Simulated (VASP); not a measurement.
# Hg2Se3 (Pm-3m) in VASP: a series of runs

The runs below take Hg2Se3 through single point, relaxation of cell and atoms, with PBE.

Everything below comes from runs of VASP 6.6.1. Logs are shortened: lines on timing, memory, paths and dates and some standing lists are left out, and cuts for length are marked.

## 1. The cell of the first run

It takes space group Pm-3m (No. 221, cubic). Conventional cell: a = 5.297 Å, b = 5.297 Å, c = 5.297 Å, α = 90.00°, β = 90.00°, γ = 90.00°. Hg (site symmetry m-3m) has 12 Se at 3.75 Å and 8 Hg at 4.59 Å within 4.9 Å. Hg (site symmetry m-3m) has 6 Se at 2.65 Å within 3.5 Å. Within 3.5 Å of Se (site symmetry 4/mmm) lie 2 Hg at 2.65 Å.

## 2. Single point, PBE

INCAR reads:

```
  ALGO = Normal
  EDIFF = 1E-7
  ENCUT = 520
  GGA = PE
  ISIF = 2
  ISMEAR = 0
  LASPH = T
  LCHARG = F
  LREAL = F
  LWAVE = F
  NBANDS = 29
  NELM = 100
  PREC = Accurate
  SIGMA = 0.1
```

KPOINTS reads:

```
k-points
0
Gamma
  8 8 8
```

POSCAR reads:

```
Hg2Se3
1.0
    5.2971565397      0.0000000000      0.0000000000
    0.0000000000      5.2971565397      0.0000000000
    0.0000000000      0.0000000000      5.2971565397
Hg Se
2 3
Direct
    0.5000000000      0.5000000000      0.5000000000
    0.0000000000      0.0000000000      0.0000000000
    0.5000000000      0.0000000000      0.0000000000
    0.0000000000      0.5000000000      0.0000000000
    0.0000000000      0.0000000000      0.5000000000
```

Potentials or basis: VASP PAW PBE potentials, release 64 (Hg, Se).

Started as:

```
cat potpaw_PBE.64/Hg/POTCAR potpaw_PBE.64/Se/POTCAR > POTCAR
mpirun -np 1 vasp_std > vasp.out
```

OUTCAR:

```text
EDIFF = 1E-7
   ENCUT = 520
   GGA = PE
   ISIF = 2
   ISMEAR = 0
   LASPH = T
   LREAL = F
   NELM = 100
   PREC = Accurate

 ion  position               nearest neighbor table
   1  0.500  0.500  0.500-
   2  0.000  0.000  0.000-   3 2.65   4 2.65   5 2.65   5 2.65   4 2.65   3 2.65
   3  0.500  0.000  0.000-   2 2.65   2 2.65
   4  0.000  0.500  0.000-   2 2.65   2 2.65
   5  0.000  0.000  0.500-   2 2.65   2 2.65

  LATTYP: Found a simple cubic cell.
 ALAT       =     5.2971565397

  Lattice vectors:

 A1 = (   5.2971565397,   0.0000000000,   0.0000000000)
 A2 = (   0.0000000000,   5.2971565397,   0.0000000000)
 A3 = (   0.0000000000,   0.0000000000,   5.2971565397)

Analysis of symmetry for initial positions (statically):
=====================================================================
 Subroutine PRICEL returns:
 Original cell was already a primitive cell.

 Routine SETGRP: Setting up the symmetry group for a
 simple cubic supercell.

 Subroutine GETGRP returns: Found 48 space group operations
 (whereof 48 operations were pure point group operations)
 out of a pool of 48 trial point group operations.

The static configuration has the point symmetry O_h .

Analysis of symmetry for dynamics (positions and initial velocities):
=====================================================================
 Subroutine PRICEL returns:
 Original cell was already a primitive cell.

 Routine SETGRP: Setting up the symmetry group for a
 simple cubic supercell.

 Subroutine GETGRP returns: Found 48 space group operations
 (whereof 48 operations were pure point group operations)
 out of a pool of 48 trial point group operations.

The dynamic configuration has the point symmetry O_h .

 Subroutine INISYM returns: Found 48 space group operations
 (whereof 48 operations are pure point group operations),
 and found     1 'primitive' translations

----------------------------------------------------------------------------------------

                                     Primitive cell

  volume of cell :     148.6375

  direct lattice vectors                    reciprocal lattice vectors
     5.297156540  0.000000000  0.000000000     0.188780526  0.000000000  0.000000000
     0.000000000  5.297156540  0.000000000     0.000000000  0.188780526  0.000000000
     0.000000000  0.000000000  5.297156540     0.000000000  0.000000000  0.188780526

  length of vectors
     5.297156540  5.297156540  5.297156540     0.188780526  0.188780526  0.188780526

  position of ions in fractional coordinates (direct lattice)
     0.500000000  0.500000000  0.500000000
     0.000000000  0.000000000  0.000000000
     0.500000000  0.000000000  0.000000000
     0.000000000  0.500000000  0.000000000
     0.000000000  0.000000000  0.500000000

  ion indices of the primitive-cell ions
   primitive index   ion index
                 1           1
                 2           2
                 3           3
                 4           4
                 5           5

----------------------------------------------------------------------------------------

 KPOINTS: k-points

Automatic generation of k-mesh.
 Grid dimensions read from file:
 generate k-points for:    8    8    8

 Generating k-lattice:

  Cartesian coordinates                     Fractional coordinates (reciprocal lattice)
     0.023597566  0.000000000  0.000000000     0.125000000  0.000000000  0.000000000
     0.000000000  0.023597566  0.000000000     0.000000000  0.125000000  0.000000000
     0.000000000  0.000000000  0.023597566     0.000000000  0.000000000  0.125000000

  Length of vectors
     0.023597566  0.023597566  0.023597566

  Shift w.r.t. Gamma in fractional coordinates (k-lattice)
     0.000000000  0.000000000  0.000000000

 Subroutine IBZKPT returns following result:
 ===========================================

 Found     35 irreducible k-points:

 Following reciprocal coordinates:
            Coordinates               Weight
  0.000000  0.000000  0.000000      1.000000
  0.125000  0.000000  0.000000      6.000000
  0.250000  0.000000  0.000000      6.000000
  0.375000  0.000000  0.000000      6.000000
  0.500000  0.000000  0.000000      3.000000
  0.125000  0.125000  0.000000     12.000000
[... 16 lines left out ...]
  0.375000  0.375000  0.125000     24.000000
  0.500000  0.375000  0.125000     24.000000
 [... further k-points ...]
   k-points           NKPTS =     35   k-points in BZ     NKDIM =     35   number of bands    NBANDS=     29
   number of dos      NEDOS =    301   number of ions     NIONS =      5
   total plane-waves  NPLWV =  64000
   dimension x,y,z NGX =    40 NGY =   40 NGZ =   40
   dimension x,y,z NGXF=    80 NGYF=   80 NGZF=   80
   ions per type =               2   3
   NGX,Y,Z   is equivalent  to a cutoff of  12.55, 12.55, 12.55 a.u.
   NGXF,Y,Z  is equivalent  to a cutoff of  25.11, 25.11, 25.11 a.u.
 SYSTEM =  unknown system
   PREC   = accura    normal or accurate (medium, high low for compatibility)
   ISTART =      0    job   : 0-new  1-cont  2-samecut
   ICHARG =      2    charge: 1-file 2-atom 10-const
   ISPIN  =      1    spin polarized calculation?
   LNONCOLLINEAR =      F non collinear calculations
   LSORBIT =      F    spin-orbit coupling
   LASPH  =      T    aspherical Exc in radial PAW
   ENCUT  =  520.0 eV  38.22 Ry    6.18 a.u.   9.85  9.85  9.85*2*pi/ulx,y,z
   NELM   =    100;   NELMIN=  2; NELMDL= -5     # of ELM steps
   EDIFF  = 0.1E-06   stopping-criterion for ELM
   LREAL  =      F    real-space projection
   EDIFFG = 0.1E-05   stopping-criterion for IOM
   NSW    =      0    number of steps for IOM
   IBRION =     -1    ionic relax: 0-MD 1-quasi-New 2-CG
   NFREE  =      0    steps in history (QN), initial steepest desc. (CG)
   ISIF   =      2    stress and relaxation
   ISYM   =      2    0-nonsym 1-usesym 2-fastsym
   POTIM  = 0.5000    time-step for ionic-motion
   TEBEG  =    0.0;   TEEND  =   0.0 temperature during run
   PSTRESS=    0.0 pullay stress
   NELECT =      42.0000    total number of electrons
   NUPDOWN=      -1.0000    fix difference up-down
   EMIN   =  10.00;   EMAX   =-10.00  energy-range for DOS
   EFERMI =   0.00;   METHOD = LEGACY
   ISMEAR =     0;   SIGMA  =   0.10  broadening in eV -4-tet -1-fermi 0-gaus
   EFERMI_NEDOS =   21; number of points for ismear=-14 and -15
   IALGO  =     38    algorithm
   IMIX   =      4    mixing-type and parameters
     AMIX     =   0.40;   BMIX     =  1.00
     AMIX_MAG =   1.60;   BMIX_MAG =  1.00
  volume/ion in A,a.u.               =      29.73       200.61
  Fermi-wavevector in a.u.,A,eV,Ry     =   1.074274  2.030084 15.702007  1.154065
  Thomas-Fermi vector in A             =   2.210098
   LORBIT       =      0    0 simple, 1 ext, 2 COOP (PROOUT), +10 PAW based schemes
   GGA     = PE    functional components
   LHFCALC =     F    Hartree Fock is set to
   AEXX    =    0.0000 exact exchange contribution
   IVDW    =     0    specifies the selected vdW correction
   LEPSILON=     F    determine dielectric tensor
   LRPA    =     F    only Hartree local field effects (RPA)
 non-spin polarized calculation
 Gauss-broadening in eV      SIGMA  =   0.10
  energy-cutoff  :      520.00
  volume of cell :      148.64
 maximum number of plane-waves:      4032
 NGX is ok and might be reduce to    40
   NGX = 19   NGY = 19   NGZ = 19

 number of electron      41.9999999 magnetization

 Free energy of the ion-electron system (eV)
  ---------------------------------------------------
  ext. energy  EPLUGINS =         0.00000000
  ---------------------------------------------------
  free energy    TOTEN  =        -7.48410998 eV

  energy without entropy =       -7.45376297  energy(sigma->0) =       -7.46893647

 E-fermi :   0.8357     XC(G=0):  -8.9803

 val. band max:        0.8346630721   @ k =   0.5000   0.3750   0.1250
 cond. band min:       0.8513529416   @ k =   0.5000   0.3750   0.2500
 fundamental gap:      0.0166898695
 Fermi energy:         0.8356633646

 k-point     1 :       0.0000    0.0000    0.0000
  band No.  band energies     occupation
      1     -12.1770      2.00000
      2     -11.1667      2.00000
      3     -11.1667      2.00000
      4      -6.0825      2.00000
      5      -6.0825      2.00000
      6      -6.0825      2.00000
[... 21 lines left out ...]
     28       7.6467      0.00000
     29       7.6467      0.00000

 k-point     2 :       0.1250    0.0000    0.0000
  band No.  band energies     occupation
      1     -12.1356      2.00000
      2     -11.1649      2.00000
      3     -11.1632      2.00000
      4      -6.0937      2.00000
      5      -6.0937      2.00000
      6      -6.0821      2.00000
[... 21 lines left out ...]
     28       7.7839      0.00000
     29       8.1548      0.00000

 k-point     3 :       0.2500    0.0000    0.0000
  band No.  band energies     occupation
      1     -12.0296      2.00000
      2     -11.1607      2.00000
      3     -11.1550      2.00000
      4      -6.2575      2.00000
      5      -6.1203      2.00000
      6      -6.1203      2.00000
[... 21 lines left out ...]
     28       8.3816      0.00000
     29       8.7291      0.00000

 k-point     4 :       0.3750    0.0000    0.0000
  band No.  band energies     occupation
      1     -11.9135      2.00000
      2     -11.1565      2.00000
      3     -11.1471      2.00000
      4      -6.7381      2.00000
      5      -6.1461      2.00000
      6      -6.1461      2.00000
[... 21 lines left out ...]
     28       8.9050      0.00000
     29       9.0552      0.00000

 k-point     5 :       0.5000    0.0000    0.0000
  band No.  band energies     occupation
      1     -11.8618      2.00000
      2     -11.1547      2.00000
      3     -11.1439      2.00000
      4      -6.9234      2.00000
      5      -6.1565      2.00000
      6      -6.1565      2.00000
[... 21 lines left out ...]
     28       8.0576      0.00000
     29       9.0262      0.00000
[... 510 lines left out ...]
     28       8.2698      0.00000
     29       8.8649      0.00000

 k-point    22 :       0.5000    0.2500    0.1250
  band No.  band energies     occupation
      1     -11.6528      2.00000
      2     -11.1377      2.00000
      3     -11.1260      2.00000
      4      -6.9334      2.00000
      5      -6.2098      2.00000
      6      -6.1997      2.00000
[... 21 lines left out ...]
     28       7.3609      0.00000
     29       9.0037      0.00000

 k-point    23 :       0.3750    0.3750    0.1250
  band No.  band energies     occupation
      1     -11.5813      2.00000
      2     -11.1281      2.00000
      3     -11.1214      2.00000
      4      -6.8499      2.00000
      5      -6.5541      2.00000
      6      -6.2318      2.00000
[... 21 lines left out ...]
     28       7.7557      0.00000
     29       8.1474      0.00000

 k-point    24 :       0.5000    0.3750    0.1250
  band No.  band energies     occupation
      1     -11.5263      2.00000
      2     -11.1221      2.00000
      3     -11.1163      2.00000
      4      -6.9623      2.00000
      5      -6.6289      2.00000
      6      -6.2466      2.00000
[... 21 lines left out ...]
     28       6.9345      0.00000
     29       7.8984      0.00000

 [... further k-points ...]
[... 5 lines left out ...]
  --------------------------------------------------------------------------------------
  -------------------------------------------------------------------------------------
  Total        0.2131264      0.2131264      0.2131264      0.0000000     -0.0000000     -0.0000000
  in kB        2.2973090      2.2973090      2.2973090      0.0000000     -0.0000000     -0.0000000
  external PRESSURE =       2.2973090 kB  Pullay stress =       0.0000000 kB

 VOLUME and BASIS-vectors are now :
 -----------------------------------------------------------------------------
  energy-cutoff  :      520.00
  volume of cell :      148.64
      direct lattice vectors                 reciprocal lattice vectors
     5.297156540  0.000000000  0.000000000     0.188780526  0.000000000  0.000000000
     0.000000000  5.297156540  0.000000000     0.000000000  0.188780526  0.000000000
     0.000000000  0.000000000  5.297156540     0.000000000  0.000000000  0.188780526

 POSITION                                       TOTAL-FORCE (eV/Angst)
 -----------------------------------------------------------------------------------
      2.64858      2.64858      2.64858         0.000000      0.000000      0.000000
      0.00000      0.00000      0.00000         0.000000      0.000000      0.000000
      2.64858      0.00000      0.00000         0.000000      0.000000      0.000000
      0.00000      2.64858      0.00000         0.000000      0.000000      0.000000
      0.00000      0.00000      2.64858         0.000000      0.000000      0.000000
 -----------------------------------------------------------------------------------
    total drift:                               -0.000000      0.000000     -0.000000

  FREE ENERGIE OF THE ION-ELECTRON SYSTEM (eV)
  ---------------------------------------------------
  free  energy   TOTEN  =        -7.4841099787 eV

  energy  without entropy=       -7.4537629689  energy(sigma->0) =       -7.46893647
```

Wall time 64 s (1 thread of AMD EPYC 9R45 (Zen 5), shared host); peak memory 0.29 GiB.

What came out:

```
Free energy            : -7.4841 eV
Pressure               : 0.2 GPa
Band gap on the k mesh : zero (band 21 reaches 1.38 eV, above the bottom of band 22 at 0.46 eV)
```

Levels at points of the mesh, in eV from the Fermi level:
| k point | band 17 | band 18 | band 19 | band 20 | band 21 | band 22 | band 23 | band 24 | band 25 | band 26 |
| --- | --- | --- | --- | --- | --- | --- | --- | --- | --- | --- |
| (0.00, 0.00, 0.00) | -2.00 | -0.85 | -0.52 | -0.52 | -0.52 | -0.32 | -0.32 | -0.32 | 6.73 | 6.73 |
| (0.50, 0.00, 0.00) | -2.98 | -0.84 | -0.84 | -0.70 | -0.25 | -0.25 | 0.39 | 3.36 | 4.27 | 5.65 |
| (0.50, 0.50, 0.00) | -1.40 | -1.40 | -0.59 | -0.59 | 0.18 | 0.56 | 1.39 | 4.52 | 5.40 | 5.40 |
| (0.50, 0.50, 0.50) | -2.10 | -1.79 | 0.54 | 0.54 | 0.54 | 1.42 | 1.42 | 5.05 | 5.05 | 5.05 |

Caveat: spin-orbit coupling is left out, which moves the levels of the heavy elements.

(Part 1 of 2 ends here.)
